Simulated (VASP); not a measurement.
Write the native input for VASP 6.6.1 that does the following.

* Task: single point
* Functional: PBE
* Potentials or basis: VASP PAW PBE potentials, release 64 (Al, Ga_d, Sb)
* Cutoff: 520 eV
* k mesh: 4 × 4 × 4
* Occupations: gaussian, width 0.1 eV
* Spin: no spin polarisation
* Dipole correction: no
* Further INCAR settings: ALGO = Normal; EDIFF = 1e-06; NBANDS = 26

The structure of Al2GaSb3 lies in POSCAR:

```
Al2GaSb3
1.0
    4.2442733150     -4.8338222609      0.0000000000
    4.2442733150      4.8338222609      0.0000000000
    0.0000000000      0.0000000000      5.4013454601
Al Ga Sb
2 1 3
Direct
    0.2078129892      0.2078129892      0.5000000000
    0.7921870108      0.7921870108      0.5000000000
    0.5000000000      0.5000000000      0.5000000000
    0.7950572148      0.2049427852      0.5000000000
    0.2049427852      0.7950572148      0.5000000000
    0.5000000000      0.5000000000      0.0000000000
```

The cell was built from a structure type or drawn by symmetry, and may not be a known phase.

One way to write it, as run:

INCAR

```
SYSTEM = Al2GaSb3
PREC = Accurate
ENCUT = 520
EDIFF = 1E-6
ISMEAR = 0
SIGMA = 0.1
LREAL = .False.
LASPH = .True.
NELM = 80
ALGO = Normal
ISIF = 2
LWAVE = .False.
LCHARG = .True.
GGA = PE
LELF = .True.
LVHAR = .True.
NBANDS = 26
```

KPOINTS

```
regular mesh
0
Gamma
  4 4 4
  0 0 0
```

Potentials or basis: VASP PAW PBE potentials, release 64 (Al, Ga_d, Sb).

The run is started by

```console
$ cat potpaw_PBE.64/Al/POTCAR potpaw_PBE.64/Ga_d/POTCAR potpaw_PBE.64/Sb/POTCAR > POTCAR
$ mpirun -np 1 vasp_std > vasp.out
```

Results of the run:

The pressure is 0.1 GPa and the largest force is 0.035 eV/Å. The band gap on the k mesh is zero (bands 17 and 18 overlap by 0.73 eV).

Caveat: semilocal functionals underestimate gaps, so a narrow gap can read as zero; spin-orbit coupling is left out, which moves the levels of the heavy elements.

Run time: 2 min on 1 thread of Intel(R) Xeon(R) Platinum 8259CL CPU @ 2.50GHz (Skylake/Cascade Lake), on a shared host, peak memory 0.36 GiB.
